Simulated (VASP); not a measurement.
Crystal: Ge.

```
CELL_PARAMETERS angstrom
7.74903 0.00000 0.00000
0.00000 3.58571 0.00000
0.00000 0.00000 4.50178
ATOMIC_POSITIONS crystal
Ge 0.15428 0.25000 0.53118
Ge 0.34572 0.75000 0.03118
Ge 0.65428 0.25000 0.96882
Ge 0.84572 0.75000 0.46882
Ge 0.05650 0.75000 0.84995
Ge 0.44350 0.25000 0.34995
Ge 0.55650 0.75000 0.65005
Ge 0.94350 0.25000 0.15005
```

The cell was generated, and may not be a known phase.

- Program: VASP 6.6.1
- Task: relaxation of cell and atoms
- Functional: PBE
- Potentials or basis: VASP PAW PBE potentials, release 64 (Ge_d)
- Cutoff: 600 eV
- k mesh: 2 × 6 × 4
- Occupations: gaussian, width 0.1 eV
- Spin: no spin polarisation

At the start: pressure 39.3 GPa; volume 15.64 Å³/atom.

Where does the relaxation end?

Over 12 steps the energy falls by 541.3 meV/atom and the volume is 21.48 Å³/atom (+37.4 %); space group Pnma (No. 62, to 0.1 Å) before and after.

The path:
| step | energy change (eV) | largest force (eV/Å) | pressure (GPa) | volume (Å³) |
| --- | --- | --- | --- | --- |
| 1 | 0.0000 | 1.0761 | 39.29 | 125.09 |
| 2 | -3.1133 | 0.4285 | -7.76 | 208.11 |
| 3 | -4.2192 | 0.5173 | 0.22 | 169.88 |
| 4 | -4.2190 | 0.5122 | -0.13 | 170.87 |
| 5 | -4.2705 | 0.3820 | -0.27 | 171.23 |
| 6 | -4.3180 | 0.1435 | -0.15 | 171.89 |
| 7 | -4.3192 | 0.1287 | -0.11 | 172.01 |
| 8 | -4.3266 | 0.0767 | -0.02 | 171.58 |
| 9 | -4.3287 | 0.0651 | 0.22 | 170.86 |
| 10 | -4.3295 | 0.0575 | 0.22 | 171.09 |
| 11 | -4.3302 | 0.0319 | -0.23 | 172.16 |
| 12 | -4.3304 | 0.0364 | -0.17 | 171.82 |

Final structure:
```
Ge
1.0
     8.46784    0.00000    0.00000
     0.00000    3.97761    0.00000
     0.00000    0.00000    5.10122
Ge
8
Direct
  0.15680 0.25000 0.53110
  0.34320 0.75000 0.03110
  0.65680 0.25000 0.96890
  0.84320 0.75000 0.46890
  0.06255 0.75000 0.83183
  0.43745 0.25000 0.33183
  0.56255 0.75000 0.66817
  0.93745 0.25000 0.16817
```

Caveat: the k points lie up to 0.37 Å⁻¹ apart in the final cell, too coarse for converged energies and pressures of a metal; the volume moved by over 15 % at a fixed basis, so the end points are rough.
